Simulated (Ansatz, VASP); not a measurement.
## TaN in VASP and in Ansatz

```xyz
2
Lattice="2.9380 0.0000 0.0000 -1.4690 2.5444 0.0000 0.0000 0.0000 2.8830" Properties=species:S:1:pos:R:3 pbc="T T T"
Ta    0.0000    1.6963    1.4415
N     0.0000    0.0000    0.0375
```

Change from the starting cell: all N atoms moved +0.037 Å, as atom 2 along Cartesian [0 0 1].

Alike in both runs: task single point; functional PBEsol; k mesh 18 × 18 × 16; occupations gaussian, width 0.15 eV; no spin polarisation.

```csv
,VASP,Ansatz
version,VASP 6.6.1,Ansatz 0.2.0
potentials or method,"VASP PAW PBE potentials, release 64 (Ta_pv, N), cutoff 520 eV","scalar-relativistic, plane waves, PAW"
valence electrons in the cell,16,18
```

Ansatz gave:

```
gap on the k mesh at the Fermi level (eV)                     : none
pressure (GPa)                                                : -4.6
traceless stress, the component that is largest in VASP (GPa) : -0.07
rms of the force components (eV/Å)                            : 0.300
```

Question: Which values does VASP return?

Answer: gap on the k mesh at the Fermi level (eV): none; pressure (GPa): -3.8; traceless stress, the component that is largest in VASP (GPa): 0.06; rms of the force components (eV/Å): 0.302.

VASP's potentials were made for PBE, not for PBEsol. Atom by atom the forces differ by 0.002 eV/Å (rms over components). A gap of «none» marks a metal or a gap that the smearing closes. VASP's potentials hold 16 valence electrons a cell and Ansatz's 18, so a difference there can come from the potentials and not from the codes.

Neither program's run includes spin-orbit coupling.
